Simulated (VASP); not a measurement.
# Be (P6_3/mmc) in VASP: further runs

The runs below take Be through single point, with PBE.

Everything below comes from runs of VASP 6.6.1. Logs are shortened: lines on timing, memory, paths and dates and some standing lists are left out, and cuts for length are marked.

## (1) The cell of the first run

The structure is hexagonal, space group P6_3/mmc (No. 194). The conventional cell has a = 2.166 Å, b = 2.166 Å, c = 3.426 Å, α = 90.00°, β = 90.00°, γ = 120.00°. Be (site symmetry -6m2) has 12 Be at 2.12 to 2.17 Å within 2.8 Å.

## (2) Single point, PBE (6.96 Å³/atom)

INCAR

```
ALGO = Normal ; EDIFF = 1E-7
ENCUT = 520 ; GGA = PE
ISIF = 2 ; ISMEAR = 0
LASPH = T ; LCHARG = F
LREAL = F ; LWAVE = F
NBANDS = 9 ; NELM = 60
PREC = Accurate ; SIGMA = 0.1
```

KPOINTS

```
k-points
0
Gamma
  24 24 12
```

POSCAR

```
Be
1.0
    2.1660597208      0.0000000000      0.0000000000
   -1.0830298604      1.8758627443      0.0000000000
    0.0000000000      0.0000000000      3.4264640756
Be
2
Direct
    0.3333333333      0.6666666667      0.2500000000
    0.6666666667      0.3333333333      0.7500000000
```

Potentials or basis: VASP PAW PBE potentials, release 64 (Be).

Launch:

```console
cat potpaw_PBE.64/Be/POTCAR > POTCAR
mpirun -np 1 vasp_std > vasp.out
```

OUTCAR:

```text
EDIFF = 1E-7
   ENCUT = 520
   GGA = PE
   ISIF = 2
   ISMEAR = 0
   LASPH = T
   LREAL = F
   NELM = 60
   PREC = Accurate

 ion  position               nearest neighbor table
   1  0.333  0.667  0.250-   2 2.12   2 2.12   2 2.12   2 2.12   2 2.12   2 2.12
   2  0.667  0.333  0.750-   1 2.12   1 2.12   1 2.12   1 2.12   1 2.12   1 2.12

  LATTYP: Found a hexagonal cell.
 ALAT       =     2.1660597208
 C/A-ratio  =     1.5818880905

  Lattice vectors:

 A1 = (   2.1660597208,   0.0000000000,   0.0000000000)
 A2 = (  -1.0830298604,   1.8758627443,   0.0000000000)
 A3 = (   0.0000000000,   0.0000000000,   3.4264640756)

Analysis of symmetry for initial positions (statically):
=====================================================================
 Subroutine PRICEL returns:
 Original cell was already a primitive cell.

 Routine SETGRP: Setting up the symmetry group for a
 hexagonal supercell.

 Subroutine GETGRP returns: Found 24 space group operations
 (whereof 12 operations were pure point group operations)
 out of a pool of 24 trial point group operations.

The static configuration has the point symmetry D_3d.
 The point group associated with its full space group is D_6h.

Analysis of symmetry for dynamics (positions and initial velocities):
=====================================================================
 Subroutine PRICEL returns:
 Original cell was already a primitive cell.

 Routine SETGRP: Setting up the symmetry group for a
 hexagonal supercell.

 Subroutine GETGRP returns: Found 24 space group operations
 (whereof 12 operations were pure point group operations)
 out of a pool of 24 trial point group operations.

The dynamic configuration has the point symmetry D_3d.
 The point group associated with its full space group is D_6h.

 Subroutine INISYM returns: Found 24 space group operations
 (whereof 12 operations are pure point group operations),
 and found     1 'primitive' translations

----------------------------------------------------------------------------------------

                                     Primitive cell

  volume of cell :      13.9225

  direct lattice vectors                    reciprocal lattice vectors
     2.166059721  0.000000000  0.000000000     0.461667788  0.266544022  0.000000000
    -1.083029860  1.875862744  0.000000000     0.000000000  0.533088043  0.000000000
     0.000000000  0.000000000  3.426464076     0.000000000  0.000000000  0.291846048

  length of vectors
     2.166059721  2.166059721  3.426464076     0.533088043  0.533088043  0.291846048

  position of ions in fractional coordinates (direct lattice)
     0.333333333  0.666666667  0.250000000
     0.666666667  0.333333333  0.750000000

  ion indices of the primitive-cell ions
   primitive index   ion index
                 1           1
                 2           2

----------------------------------------------------------------------------------------

 KPOINTS: k-points

Automatic generation of k-mesh.
 Grid dimensions read from file:
 generate k-points for:   24   24   12

 Generating k-lattice:

  Cartesian coordinates                     Fractional coordinates (reciprocal lattice)
     0.019236158  0.011106001  0.000000000     0.041666667  0.000000000  0.000000000
     0.000000000  0.022212002  0.000000000     0.000000000  0.041666667  0.000000000
     0.000000000  0.000000000  0.024320504     0.000000000  0.000000000  0.083333333

  Length of vectors
     0.022212002  0.022212002  0.024320504

  Shift w.r.t. Gamma in fractional coordinates (k-lattice)
     0.000000000  0.000000000  0.000000000

 Subroutine IBZKPT returns following result:
 ===========================================

 Found    427 irreducible k-points:

 Following reciprocal coordinates:
            Coordinates               Weight
  0.000000  0.000000  0.000000      1.000000
  0.041667 -0.000000  0.000000      6.000000
  0.083333 -0.000000  0.000000      6.000000
  0.125000  0.000000  0.000000      6.000000
  0.166667 -0.000000  0.000000      6.000000
  0.208333  0.000000  0.000000      6.000000
[... 16 lines left out ...]
  0.416667  0.041667  0.000000     12.000000
  0.458333  0.041667  0.000000     12.000000
 [... further k-points ...]
   k-points           NKPTS =    427   k-points in BZ     NKDIM =    427   number of bands    NBANDS=      9
   number of dos      NEDOS =    301   number of ions     NIONS =      2
   total plane-waves  NPLWV =   7168
   dimension x,y,z NGX =    16 NGY =   16 NGZ =   28
   dimension x,y,z NGXF=    32 NGYF=   32 NGZF=   56
   ions per type =               2
   NGX,Y,Z   is equivalent  to a cutoff of  12.28, 12.28, 13.59 a.u.
   NGXF,Y,Z  is equivalent  to a cutoff of  24.56, 24.56, 27.17 a.u.
 SYSTEM =  unknown system
   PREC   = accura    normal or accurate (medium, high low for compatibility)
   ISTART =      0    job   : 0-new  1-cont  2-samecut
   ICHARG =      2    charge: 1-file 2-atom 10-const
   ISPIN  =      1    spin polarized calculation?
   LNONCOLLINEAR =      F non collinear calculations
   LSORBIT =      F    spin-orbit coupling
   LASPH  =      T    aspherical Exc in radial PAW
   ENCUT  =  520.0 eV  38.22 Ry    6.18 a.u.   4.03  4.03  6.37*2*pi/ulx,y,z
   NELM   =     60;   NELMIN=  2; NELMDL= -5     # of ELM steps
   EDIFF  = 0.1E-06   stopping-criterion for ELM
   LREAL  =      F    real-space projection
   EDIFFG = 0.1E-05   stopping-criterion for IOM
   NSW    =      0    number of steps for IOM
   IBRION =     -1    ionic relax: 0-MD 1-quasi-New 2-CG
   NFREE  =      0    steps in history (QN), initial steepest desc. (CG)
   ISIF   =      2    stress and relaxation
   ISYM   =      2    0-nonsym 1-usesym 2-fastsym
   POTIM  = 0.5000    time-step for ionic-motion
   TEBEG  =    0.0;   TEEND  =   0.0 temperature during run
   PSTRESS=    0.0 pullay stress
   NELECT =       4.0000    total number of electrons
   NUPDOWN=      -1.0000    fix difference up-down
   EMIN   =  10.00;   EMAX   =-10.00  energy-range for DOS
   EFERMI =   0.00;   METHOD = LEGACY
   ISMEAR =     0;   SIGMA  =   0.10  broadening in eV -4-tet -1-fermi 0-gaus
   EFERMI_NEDOS =   21; number of points for ismear=-14 and -15
   IALGO  =     38    algorithm
   IMIX   =      4    mixing-type and parameters
     AMIX     =   0.40;   BMIX     =  1.00
     AMIX_MAG =   1.60;   BMIX_MAG =  1.00
  volume/ion in A,a.u.               =       6.96        46.98
  Fermi-wavevector in a.u.,A,eV,Ry     =   1.080245  2.041367 15.877037  1.166929
  Thomas-Fermi vector in A             =   2.216231
   LORBIT       =      0    0 simple, 1 ext, 2 COOP (PROOUT), +10 PAW based schemes
   GGA     = PE    functional components
   LHFCALC =     F    Hartree Fock is set to
   AEXX    =    0.0000 exact exchange contribution
   IVDW    =     0    specifies the selected vdW correction
   LEPSILON=     F    determine dielectric tensor
   LRPA    =     F    only Hartree local field effects (RPA)
 non-spin polarized calculation
 Gauss-broadening in eV      SIGMA  =   0.10
  energy-cutoff  :      520.00
  volume of cell :       13.92
 maximum number of plane-waves:       386
   NGX =  9   NGY =  9   NGZ = 13

 number of electron       4.0000000 magnetization

 Free energy of the ion-electron system (eV)
  ---------------------------------------------------
  ext. energy  EPLUGINS =         0.00000000
  ---------------------------------------------------
  free energy    TOTEN  =        -7.42574058 eV

  energy without entropy =       -7.42473067  energy(sigma->0) =       -7.42523562

 E-fermi :   8.0848     XC(G=0): -11.0319

 val. band max:        8.0779406755   @ k =   0.2917   0.2917   0.0000
 cond. band min:       8.1101833719   @ k =   0.2917   0.2917   0.0000
 fundamental gap:      0.0322426964
 Fermi energy:         8.0848169338

 k-point     1 :       0.0000    0.0000    0.0000
  band No.  band energies     occupation
      1      -3.9430      2.00000
      2       3.1506      2.00000
      3       9.6080      0.00000
      4      25.8889      0.00000
      5      25.8889      0.00000
      6      28.9727      0.00000
      7      28.9727      0.00000
      8      31.1852      0.00000
      9      37.4909      0.00000

 k-point     2 :       0.0417   -0.0000    0.0000
  band No.  band energies     occupation
      1      -3.8908      2.00000
      2       3.2223      2.00000
      3       9.6177      0.00000
      4      25.4119      0.00000
      5      25.5021      0.00000
      6      28.9921      0.00000
      7      29.2029      0.00000
      8      31.0883      0.00000
      9      36.5097      0.00000

 k-point     3 :       0.0833   -0.0000    0.0000
  band No.  band energies     occupation
      1      -3.7340      2.00000
      2       3.4373      2.00000
      3       9.6450      0.00000
      4      24.1658      0.00000
      5      24.6434      0.00000
      6      29.0172      0.00000
      7      29.5609      0.00000
      8      30.7642      0.00000
      9      34.8763      0.00000

 k-point     4 :       0.1250    0.0000    0.0000
  band No.  band energies     occupation
      1      -3.4723      2.00000
      2       3.7952      2.00000
      3       9.6831      0.00000
      4      22.4928      0.00000
      5      23.6502      0.00000
      6      28.9858      0.00000
      7      29.6826      0.00000
      8      30.1156      0.00000
      9      33.0479      0.00000
[... 205 lines left out ...]
 k-point    22 :       0.3750    0.0417    0.0000
  band No.  band energies     occupation
      1       0.7789      2.00000
      2       7.1338      2.00000
      3       9.5303      0.00000
      4      15.0872      0.00000
      5      18.3076      0.00000
      6      18.4756      0.00000
      7      21.6492      0.00000
      8      27.0996      0.00000
      9      30.4836      0.00000

 k-point    23 :       0.4167    0.0417    0.0000
  band No.  band energies     occupation
      1       1.7278      2.00000
      2       6.0028      2.00000
      3      10.8085      0.00000
      4      15.3472      0.00000
      5      16.6971      0.00000
      6      17.7750      0.00000
      7      20.8447      0.00000
      8      26.8876      0.00000
      9      30.5226      0.00000

 k-point    24 :       0.4583    0.0417    0.0000
  band No.  band energies     occupation
      1       2.5344      2.00000
      2       5.0830      2.00000
      3      11.9083      0.00000
      4      15.3439      0.00000
      5      15.6523      0.00000
      6      17.3641      0.00000
      7      20.4301      0.00000
      8      26.7800      0.00000
      9      30.5448      0.00000

 [... further k-points ...]
[... 5 lines left out ...]
  --------------------------------------------------------------------------------------
  -------------------------------------------------------------------------------------
  Total        1.7008721      1.7008721      1.7048979      0.0000000     -0.0000000      0.0000000
  in kB      195.7332344    195.7332344    196.1965153      0.0000000     -0.0000000      0.0000000
  external PRESSURE =     195.8876614 kB  Pullay stress =       0.0000000 kB

 VOLUME and BASIS-vectors are now :
 -----------------------------------------------------------------------------
  energy-cutoff  :      520.00
  volume of cell :       13.92
      direct lattice vectors                 reciprocal lattice vectors
     2.166059721  0.000000000  0.000000000     0.461667788  0.266544022  0.000000000
    -1.083029860  1.875862744  0.000000000     0.000000000  0.533088043  0.000000000
     0.000000000  0.000000000  3.426464076     0.000000000  0.000000000  0.291846048

 POSITION                                       TOTAL-FORCE (eV/Angst)
 -----------------------------------------------------------------------------------
     -0.00000      1.25058      0.85662        -0.000000      0.000000      0.000000
      1.08303      0.62529      2.56985         0.000000      0.000000      0.000000
 -----------------------------------------------------------------------------------
    total drift:                                0.000000     -0.000000      0.000000

  FREE ENERGIE OF THE ION-ELECTRON SYSTEM (eV)
  ---------------------------------------------------
  free  energy   TOTEN  =        -7.4257405777 eV

  energy  without entropy=       -7.4247306676  energy(sigma->0) =       -7.42523562
```

Wall time 40 s (1 thread of Intel Xeon 8259CL, shared host); peak memory 0.15 GiB.

What came out:

```
Free energy            : -7.4257 eV
Pressure               : 19.6 GPa
Band gap on the k mesh : zero (bands 2 and 3 overlap by 2.21 eV)
```

Levels at points of the mesh, in eV from the Fermi level:
```csv
k point,band 1,band 2,band 3,band 4,band 5
"(0.00, 0.00, 0.00)",-12.03,-4.93,1.52,17.80,17.80
"(0.50, 0.00, 0.00)",-5.45,-3.21,3.98,6.98,7.63
"(0.00, 0.00, 0.50)",-9.78,-9.78,11.70,11.70,19.62
"(0.50, 0.00, 0.50)",-3.98,-3.98,2.04,2.04,13.31
```

Caveat: the cell stands under pressure.

## (3) Single point, PBE (7.20 Å³/atom)

This run uses another cell than the first one, of 7.20 Å³/atom.

INCAR

```
SYSTEM = Be
  PREC = Accurate
  ENCUT = 520
  EDIFF = 1E-7
  ISMEAR = 0
  SIGMA = 0.1
  LREAL = .False.
  LASPH = .True.
  NELM = 100
  ALGO = Fast
  ISIF = 2
  LWAVE = .False.
  LCHARG = .False.
  GGA = PE
  NBANDS = 9
```

KPOINTS

```
regular mesh
0
Gamma
  24 24 12
  0 0 0
```

POSCAR

```
Be
1.0
    2.1917722489      0.0000000000      0.0000000000
   -1.0958861244      1.8981304469      0.0000000000
    0.0000000000      0.0000000000      3.4606279280
Be
2
Direct
    0.3333333333      0.6666666667      0.2500000000
    0.6666666667      0.3333333333      0.7500000000
```

Potentials or basis: VASP PAW PBE potentials, release 64 (Be).

Launch:

```console
cat potpaw_PBE.64/Be/POTCAR > POTCAR
mpirun -np 1 vasp_std > vasp.out
```

Run time: 53 s. Hardware: 1 thread of Intel Xeon 8259CL, shared host; peak memory 0.15 GiB.

Results (log left out):

```
Free energy            : -7.4749 eV
Pressure               : 13.7 GPa
Band gap on the k mesh : zero (bands 2 and 3 overlap by 2.18 eV)
```

Stress tensor (GPa, compression positive):
```
13.66  0.00  0.00
 0.00 13.66  0.00
 0.00  0.00 13.85
```

Levels at points of the mesh, in eV from the Fermi level:
| k point | band 1 | band 2 | band 3 | band 4 | band 5 | band 6 | band 7 |
| --- | --- | --- | --- | --- | --- | --- | --- |
| (0.00, 0.00, 0.00) | -11.84 | -4.78 | 1.43 | 17.31 | 17.31 | 20.33 | 20.33 |
| (0.50, 0.00, 0.00) | -5.32 | -3.18 | 3.90 | 6.86 | 7.41 | 10.18 | 10.92 |
| (0.00, 0.00, 0.50) | -9.61 | -9.61 | 11.47 | 11.47 | 19.09 | 19.09 | 19.09 |
| (0.50, 0.00, 0.50) | -3.87 | -3.87 | 1.92 | 1.92 | 12.96 | 12.96 | 16.57 |

Caveat: the cell stands under pressure.

## (4) Single point, PBE (7.44 Å³/atom)

This run uses another cell than the first one, of 7.44 Å³/atom.

INCAR

```
SYSTEM = Be
PREC = Accurate
ENCUT = 520
EDIFF = 1E-6
ISMEAR = 0
SIGMA = 0.1
LREAL = .False.
LASPH = .True.
NELM = 100
ALGO = Normal
ISIF = 2
LWAVE = .False.
LCHARG = .False.
GGA = PE
NBANDS = 9
```

KPOINTS

```
Automatic mesh
0
Gamma
  24 24 12
  0 0 0
```

POSCAR

```
Be
1.0
    2.2166955610      0.0000000000      0.0000000000
   -1.1083477805      1.9197146683      0.0000000000
    0.0000000000      0.0000000000      3.4947821916
Be
2
Direct
    0.3333333333      0.6666666667      0.2500000000
    0.6666666667      0.3333333333      0.7500000000
```

Launch:

```console
cat potpaw_PBE.64/Be/POTCAR > POTCAR
mpirun -np 1 vasp_std > vasp.out
```

It took 44 s on 1 thread of Intel Xeon 8259CL, shared host; peak memory 0.16 GiB.

Results (log left out):

```yaml
Free_energy: -7.5077 eV
Pressure: 8.6 GPa
Band_gap_on_the_k_mesh: zero (bands 2 and 3 overlap by 2.15 eV)
```

Stress tensor (GPa, compression positive):
```
8.53 0.00 0.00
0.00 8.53 0.00
0.00 0.00 8.70
```

Levels at points of the mesh, in eV from the Fermi level:
| k point | band 1 | band 2 | band 3 | band 4 | band 5 | band 6 | band 7 |
| --- | --- | --- | --- | --- | --- | --- | --- |
| (0.00, 0.00, 0.00) | -11.65 | -4.64 | 1.34 | 16.85 | 16.85 | 19.81 | 19.81 |
| (0.50, 0.00, 0.00) | -5.20 | -3.15 | 3.82 | 6.75 | 7.20 | 9.91 | 10.66 |
| (0.00, 0.00, 0.50) | -9.44 | -9.44 | 11.23 | 11.23 | 18.58 | 18.58 | 18.58 |
| (0.50, 0.00, 0.50) | -3.77 | -3.77 | 1.81 | 1.81 | 12.64 | 12.64 | 16.19 |

Caveat: the cell stands under pressure.

## (5) Single point, PBE (7.67 Å³/atom)

This run uses another cell than the first one, of 7.67 Å³/atom.

INCAR

```
SYSTEM = Be
PREC = Accurate
ENCUT = 520
EDIFF = 1E-6
ISMEAR = 0
SIGMA = 0.1
LREAL = .False.
LASPH = .True.
NELM = 80
ALGO = Fast
ISIF = 2
LWAVE = .False.
LCHARG = .True.
GGA = PE
LELF = .True.
LVHAR = .True.
NBANDS = 9
```

KPOINTS is that of step 4.

POSCAR

```
Be
1.0
    2.2411362754      0.0000000000      0.0000000000
   -1.1205681377      1.9408809478      0.0000000000
    0.0000000000      0.0000000000      3.5280892866
Be
2
Direct
    0.3333333333      0.6666666667      0.2500000000
    0.6666666667      0.3333333333      0.7500000000
```

Launch:

```console
cat potpaw_PBE.64/Be/POTCAR > POTCAR
mpirun -np 1 vasp_std > vasp.out
```

Wall time 80 s (1 thread of Intel Xeon 8259CL, shared host); peak memory 0.16 GiB.

It converged, with:

| Quantity | Value |
| --- | --- |
| Free energy | -7.5264 eV |
| Pressure | 4.1 GPa |
| Band gap on the k mesh | zero (bands 2 and 3 overlap by 2.12 eV) |

Stress tensor (GPa, compression positive):
```
4.05 0.00 0.00
0.00 4.05 0.00
0.00 0.00 4.18
```

Levels at points of the mesh, in eV from the Fermi level:
```csv
k point,band 1,band 2,band 3,band 4,band 5,band 6,band 7
"(0.00, 0.00, 0.00)",-11.48,-4.51,1.26,16.41,16.41,19.32,19.32
"(0.50, 0.00, 0.00)",-5.08,-3.12,3.75,6.64,7.00,9.66,10.40
"(0.00, 0.00, 0.50)",-9.29,-9.29,11.01,11.01,18.10,18.10,18.10
"(0.50, 0.00, 0.50)",-3.67,-3.67,1.71,1.71,12.33,12.33,15.82
```

Caveat: the cell stands under pressure.

## (6) Single point, PBE

This run uses another cell than the first one, of 7.91 Å³/atom.

INCAR

```
  PREC = Accurate
  ENCUT = 520
  EDIFF = 1E-7
  ISMEAR = 0
  SIGMA = 0.1
  LREAL = F
  LASPH = T
  NELM = 60
  ALGO = Normal
  ISIF = 2
  LWAVE = F
  LCHARG = T
  GGA = PE
  LELF = T
  LVHAR = T
  NBANDS = 9
```

KPOINTS

```
regular mesh
0
Gamma
  24 24 12
```

POSCAR

```
Be
1.0
    2.2649667896      0.0000000000      0.0000000000
   -1.1324833948      1.9615187785      0.0000000000
    0.0000000000      0.0000000000      3.5610714428
Be
2
Direct
    0.3333333333      0.6666666667      0.2500000000
    0.6666666667      0.3333333333      0.7500000000
```

Potentials or basis: VASP PAW PBE potentials, release 64 (Be).

Launch:

```console
cat potpaw_PBE.64/Be/POTCAR > POTCAR
mpirun -np 1 vasp_std > vasp.out
```

Run time: 74 s. Hardware: 1 thread of Intel Xeon 8259CL, shared host; peak memory 0.17 GiB.

It converged, with:

```
Free energy            : -7.5325 eV
Pressure               : 0.1 GPa
Band gap on the k mesh : zero (bands 2 and 3 overlap by 2.09 eV)
```

Levels at points of the mesh, in eV from the Fermi level:
```
           k point  band 1  band 2  band 3  band 4  band 5
(0.00, 0.00, 0.00)  -11.31   -4.39    1.18   16.00   16.00
(0.50, 0.00, 0.00)   -4.97   -3.10    3.68    6.54    6.81
(0.00, 0.00, 0.50)   -9.14   -9.14   10.79   10.79   17.65
(0.50, 0.00, 0.50)   -3.59   -3.59    1.61    1.61   12.04
```

## (7) Overview

```csv
cell,gap on the mesh (eV),pressure (GPa)
"a = 2.166, b = 2.166, c = 3.426 Å, angles 90.0, 90.0, 120.0°, 2 atoms",none,19.6
"a = 2.192, b = 2.192, c = 3.461 Å, angles 90.0, 90.0, 120.0°, 2 atoms",none,13.7
"a = 2.217, b = 2.217, c = 3.495 Å, angles 90.0, 90.0, 120.0°, 2 atoms",none,8.6
"a = 2.241, b = 2.241, c = 3.528 Å, angles 90.0, 90.0, 120.0°, 2 atoms",none,4.1
"a = 2.265, b = 2.265, c = 3.561 Å, angles 90.0, 90.0, 120.0°, 2 atoms",none,0.1
```

Alike in all rows: task single point; level PBE; potentials or basis VASP PAW PBE potentials, release 64 (Be); no spin polarisation; k mesh 24 × 24 × 12; cutoff (eV) 520; smearing gaussian 0.1 eV.

Caveats: the cell stands under pressure (at least some runs).

Total energies depend on the potentials used, so only differences within one code and one set of settings carry meaning.

The gap in the log of VASP goes by the Fermi energy; the results here count the filled bands.